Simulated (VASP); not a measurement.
# SiC (I-4m2) in VASP: notebook

The runs below take SiC through single point, with LDA.

All numbers are computed with VASP 6.6.1; they aren't measurements. Logs are shortened: lines on timing, memory, paths and dates and some standing lists are left out, and cuts for length are marked.

## (1) The cell of the first run

Symmetry: I-4m2, No. 119, tetragonal system. The conventional cell has a = 3.030 Å, b = 3.030 Å, c = 4.355 Å, α = 90.00°, β = 90.00°, γ = 90.00°. Si (site symmetry -4m2) has 4 C at 1.87 Å within 2.5 Å. Within 2.5 Å of C (site symmetry -4m2) lie 4 Si at 1.87 Å.

## (2) Single point, LDA (in-plane strain -0.01)

Input file INCAR:

```
SYSTEM = SiC
PREC = Accurate
ENCUT = 520
EDIFF = 1E-6
ISMEAR = 0
SIGMA = 0.01
LREAL = .False.
LASPH = .True.
NELM = 60
ALGO = Normal
ISIF = 2
LWAVE = .False.
LCHARG = .False.
GGA = CA
NBANDS = 11
```

Input file KPOINTS:

```
regular mesh
0
Gamma
  10 10 10
  0 0 0
```

Input file POSCAR:

```
SiC
1.0
    2.1428405337      2.1428405337      0.0000000000
   -2.1428405337      2.1428405337      0.0000000000
    0.0000000000      2.1428405337      2.1774722999
Si C
1 1
Direct
    0.0000000000      0.0000000000      0.0000000000
    0.7500000000      0.2500000000      0.5000000000
```

Potentials or basis: VASP PAW LDA potentials, release 64 (Si, C).

On the command line:

```console
$ cat potpaw_LDA.64/Si/POTCAR potpaw_LDA.64/C/POTCAR > POTCAR
$ mpirun -np 1 vasp_std > vasp.out
```

OUTCAR:

```text
SYSTEM = SiC
   PREC = Accurate
   ENCUT = 520
   EDIFF = 1E-6
   ISMEAR = 0
   LREAL = .False.
   LASPH = .True.
   NELM = 60
   ISIF = 2
   GGA = CA

 ion  position               nearest neighbor table
   1  0.000  0.000  0.000-   2 1.87   2 1.87   2 1.87   2 1.87
   2  0.750  0.250  0.500-   1 1.87   1 1.87   1 1.87   1 1.87

  LATTYP: Found a body centered tetragonal cell.
 ALAT       =     3.0304341448
 C/A-ratio  =     1.4370695391

  Lattice vectors:

 A1 = (   2.1428405337,   0.0000000000,  -2.1774722999)
 A2 = (  -2.1428405337,   0.0000000000,  -2.1774722999)
 A3 = (   0.0000000000,   2.1428405337,   2.1774722999)

Analysis of symmetry for initial positions (statically):
=====================================================================
 Subroutine PRICEL returns:
 Original cell was already a primitive cell.

 Routine SETGRP: Setting up the symmetry group for a
 body centered tetragonal supercell.

 Subroutine GETGRP returns: Found  8 space group operations
 (whereof  8 operations were pure point group operations)
 out of a pool of 16 trial point group operations.

The static configuration has the point symmetry D_2d.

Analysis of symmetry for dynamics (positions and initial velocities):
=====================================================================
 Subroutine PRICEL returns:
 Original cell was already a primitive cell.

 Routine SETGRP: Setting up the symmetry group for a
 body centered tetragonal supercell.

 Subroutine GETGRP returns: Found  8 space group operations
 (whereof  8 operations were pure point group operations)
 out of a pool of 16 trial point group operations.

The dynamic configuration has the point symmetry D_2d.

 Subroutine INISYM returns: Found  8 space group operations
 (whereof  8 operations are pure point group operations),
 and found     1 'primitive' translations

----------------------------------------------------------------------------------------

                                     Primitive cell

  volume of cell :      19.9969

  direct lattice vectors                    reciprocal lattice vectors
     2.142840534  2.142840534  0.000000000     0.233335142  0.233335142 -0.229624046
    -2.142840534  2.142840534  0.000000000    -0.233335142  0.233335142 -0.229624046
     0.000000000  2.142840534  2.177472300     0.000000000  0.000000000  0.459248092

  length of vectors
     3.030434145  3.030434145  3.055020650     0.402017138  0.402017138  0.459248092

  position of ions in fractional coordinates (direct lattice)
     0.000000000  0.000000000  0.000000000
     0.750000000  0.250000000  0.500000000

  ion indices of the primitive-cell ions
   primitive index   ion index
                 1           1
                 2           2

----------------------------------------------------------------------------------------

 KPOINTS: regular mesh

Automatic generation of k-mesh.
 Grid dimensions read from file:
 generate k-points for:   10   10   10

 Generating k-lattice:

  Cartesian coordinates                     Fractional coordinates (reciprocal lattice)
     0.023333514  0.023333514 -0.022962405     0.100000000  0.000000000  0.000000000
    -0.023333514  0.023333514 -0.022962405     0.000000000  0.100000000  0.000000000
     0.000000000  0.000000000  0.045924809     0.000000000  0.000000000  0.100000000

  Length of vectors
     0.040201714  0.040201714  0.045924809

  Shift w.r.t. Gamma in fractional coordinates (k-lattice)
     0.000000000  0.000000000  0.000000000

 Subroutine IBZKPT returns following result:
 ===========================================

 Found    102 irreducible k-points:

 Following reciprocal coordinates:
            Coordinates               Weight
  0.000000  0.000000  0.000000      1.000000
  0.100000  0.000000  0.000000      8.000000
  0.200000  0.000000  0.000000      8.000000
  0.300000  0.000000  0.000000      8.000000
  0.400000  0.000000  0.000000      8.000000
  0.500000  0.000000  0.000000      4.000000
[... 16 lines left out ...]
  0.300000  0.300000  0.000000      8.000000
  0.400000  0.300000  0.000000     16.000000
 [... further k-points ...]
   k-points           NKPTS =    102   k-points in BZ     NKDIM =    102   number of bands    NBANDS=     11
   number of dos      NEDOS =    301   number of ions     NIONS =      2
   total plane-waves  NPLWV =  13824
   dimension x,y,z NGX =    24 NGY =   24 NGZ =   24
   dimension x,y,z NGXF=    48 NGYF=   48 NGZF=   48
   ions per type =               1   1
   NGX,Y,Z   is equivalent  to a cutoff of  13.17, 13.17, 13.06 a.u.
   NGXF,Y,Z  is equivalent  to a cutoff of  26.33, 26.33, 26.12 a.u.
 SYSTEM =  SiC
   PREC   = accura    normal or accurate (medium, high low for compatibility)
   ISTART =      0    job   : 0-new  1-cont  2-samecut
   ICHARG =      2    charge: 1-file 2-atom 10-const
   ISPIN  =      1    spin polarized calculation?
   LNONCOLLINEAR =      F non collinear calculations
   LSORBIT =      F    spin-orbit coupling
   LASPH  =      T    aspherical Exc in radial PAW
   ENCUT  =  520.0 eV  38.22 Ry    6.18 a.u.   5.63  5.63  5.68*2*pi/ulx,y,z
   NELM   =     60;   NELMIN=  2; NELMDL= -5     # of ELM steps
   EDIFF  = 0.1E-05   stopping-criterion for ELM
   LREAL  =      F    real-space projection
   EDIFFG = 0.1E-04   stopping-criterion for IOM
   NSW    =      0    number of steps for IOM
   IBRION =     -1    ionic relax: 0-MD 1-quasi-New 2-CG
   NFREE  =      0    steps in history (QN), initial steepest desc. (CG)
   ISIF   =      2    stress and relaxation
   ISYM   =      2    0-nonsym 1-usesym 2-fastsym
   POTIM  = 0.5000    time-step for ionic-motion
   TEBEG  =    0.0;   TEEND  =   0.0 temperature during run
   PSTRESS=    0.0 pullay stress
   NELECT =       8.0000    total number of electrons
   NUPDOWN=      -1.0000    fix difference up-down
   EMIN   =  10.00;   EMAX   =-10.00  energy-range for DOS
   EFERMI =   0.00;   METHOD = LEGACY
   ISMEAR =     0;   SIGMA  =   0.01  broadening in eV -4-tet -1-fermi 0-gaus
   EFERMI_NEDOS =   21; number of points for ismear=-14 and -15
   IALGO  =     38    algorithm
   IMIX   =      4    mixing-type and parameters
     AMIX     =   0.40;   BMIX     =  1.00
     AMIX_MAG =   1.60;   BMIX_MAG =  1.00
  volume/ion in A,a.u.               =      10.00        67.47
  Fermi-wavevector in a.u.,A,eV,Ry     =   1.206287  2.279552 19.798229  1.455129
  Thomas-Fermi vector in A             =   2.341959
   LORBIT       =      0    0 simple, 1 ext, 2 COOP (PROOUT), +10 PAW based schemes
   GGA     = CA    functional components
   LHFCALC =     F    Hartree Fock is set to
   AEXX    =    0.0000 exact exchange contribution
   IVDW    =     0    specifies the selected vdW correction
   LEPSILON=     F    determine dielectric tensor
   LRPA    =     F    only Hartree local field effects (RPA)
 non-spin polarized calculation
 Gauss-broadening in eV      SIGMA  =   0.01
  energy-cutoff  :      520.00
  volume of cell :       20.00
 maximum number of plane-waves:       552
   NGX = 11   NGY = 11   NGZ = 11

 number of electron       8.0000000 magnetization

 Free energy of the ion-electron system (eV)
  ---------------------------------------------------
  ext. energy  EPLUGINS =         0.00000000
  ---------------------------------------------------
  free energy    TOTEN  =       -16.63587119 eV

  energy without entropy =      -16.63587119  energy(sigma->0) =      -16.63587119

 E-fermi :   8.5352     XC(G=0): -11.7029

 val. band max:        8.4935944512   @ k =   0.0000   0.0000   0.0000
 cond. band min:       9.6815646869   @ k =   0.5000   0.5000   0.0000
 fundamental gap:      1.1879702357
 Fermi energy:         8.5351672363

 k-point     1 :       0.0000    0.0000    0.0000
  band No.  band energies     occupation
      1      -7.1300      2.00000
      2       8.3810      2.00000
      3       8.4936      2.00000
      4       8.4936      2.00000
      5      15.1498      0.00000
      6      15.8731      0.00000
      7      15.8731      0.00000
      8      15.9122      0.00000
      9      22.8535      0.00000
     10      23.3645      0.00000
     11      25.1628      0.00000

 k-point     2 :       0.1000    0.0000    0.0000
  band No.  band energies     occupation
      1      -6.9286      2.00000
      2       7.4507      2.00000
      3       8.2779      2.00000
      4       8.3659      2.00000
      5      15.2896      0.00000
      6      16.1202      0.00000
      7      16.1271      0.00000
      8      16.2697      0.00000
      9      21.9121      0.00000
     10      22.3247      0.00000
     11      24.8316      0.00000

 k-point     3 :       0.2000    0.0000    0.0000
  band No.  band energies     occupation
      1      -6.3325      2.00000
      2       5.3113      2.00000
      3       7.9478      2.00000
      4       8.0733      2.00000
      5      14.9101      0.00000
      6      16.4449      0.00000
      7      16.5228      0.00000
      8      17.4851      0.00000
      9      21.3367      0.00000
     10      21.5463      0.00000
     11      23.9685      0.00000

 k-point     4 :       0.3000    0.0000    0.0000
  band No.  band energies     occupation
      1      -5.3747      2.00000
      2       2.9489      2.00000
      3       7.6095      2.00000
      4       7.7732      2.00000
      5      14.4907      0.00000
      6      16.2215      0.00000
      7      16.4089      0.00000
      8      18.3761      0.00000
      9      22.2902      0.00000
     10      22.3008      0.00000
     11      23.7571      0.00000
[... 239 lines left out ...]
 k-point    22 :      -0.2000    0.2000    0.0000
  band No.  band energies     occupation
      1      -6.0553      2.00000
      2       6.1634      2.00000
      3       6.9057      2.00000
      4       6.9720      2.00000
      5      13.4719      0.00000
      6      15.6619      0.00000
      7      18.0948      0.00000
      8      18.4111      0.00000
      9      19.6431      0.00000
     10      24.1730      0.00000
     11      27.7138      0.00000

 k-point    23 :       0.3000    0.3000    0.0000
  band No.  band energies     occupation
      1      -2.8938      2.00000
      2       1.6829      2.00000
      3       3.0932      2.00000
      4       6.5766      2.00000
      5      12.8412      0.00000
      6      17.9154      0.00000
      7      18.5942      0.00000
      8      19.5622      0.00000
      9      22.0490      0.00000
     10      22.3864      0.00000
     11      29.8159      0.00000

 k-point    24 :       0.4000    0.3000    0.0000
  band No.  band energies     occupation
      1      -2.1798      2.00000
      2       1.0115      2.00000
      3       3.1215      2.00000
      4       6.0394      2.00000
      5      11.9827      0.00000
      6      17.1764      0.00000
      7      19.4065      0.00000
      8      20.1912      0.00000
      9      21.8980      0.00000
     10      24.1189      0.00000
     11      30.2716      0.00000

 [... further k-points ...]

------------------------ aborting loop because EDIFF is reached ----------------------------------------

  FORCE on cell =-STRESS in cart. coord.  units (eV):
  Direction    XX          YY          ZZ          XY          YZ          ZX
  --------------------------------------------------------------------------------------
  -------------------------------------------------------------------------------------
  Total        0.6467099      0.6467099      0.1061329      0.0000000     -0.0000000     -0.0000000
  in kB       51.8152658     51.8152658      8.5035124      0.0000000     -0.0000000     -0.0000000
  external PRESSURE =      37.3780147 kB  Pullay stress =       0.0000000 kB

 VOLUME and BASIS-vectors are now :
 -----------------------------------------------------------------------------
  energy-cutoff  :      520.00
  volume of cell :       20.00
      direct lattice vectors                 reciprocal lattice vectors
     2.142840534  2.142840534  0.000000000     0.233335142  0.233335142 -0.229624046
    -2.142840534  2.142840534  0.000000000    -0.233335142  0.233335142 -0.229624046
     0.000000000  2.142840534  2.177472300     0.000000000  0.000000000  0.459248092

 POSITION                                       TOTAL-FORCE (eV/Angst)
 -----------------------------------------------------------------------------------
      0.00000      0.00000      0.00000        -0.000000      0.000000      0.000000
      1.07142      3.21426      1.08874         0.000000     -0.000000      0.000000
 -----------------------------------------------------------------------------------
    total drift:                                0.000000      0.000000     -0.000000

  FREE ENERGIE OF THE ION-ELECTRON SYSTEM (eV)
  ---------------------------------------------------
  free  energy   TOTEN  =       -16.6358711932 eV

  energy  without entropy=      -16.6358711932  energy(sigma->0) =      -16.63587119
```

Wall time 18 s (1 thread of Intel Xeon Platinum 8259CL at 2.50GHz (Skylake/Cascade Lake), shared host); peak memory 0.13 GiB.

What came out:

| Property | Result |
| --- | --- |
| Free energy | -16.6359 eV |
| Pressure | 3.7 GPa |
| Band gap on the k mesh | 1.19 eV, indirect (least direct gap 4.52 eV) |

Caveat: the cell differs from its parent crystal (in-plane strain -0.01).

(Part 1 of 2 ends here.)
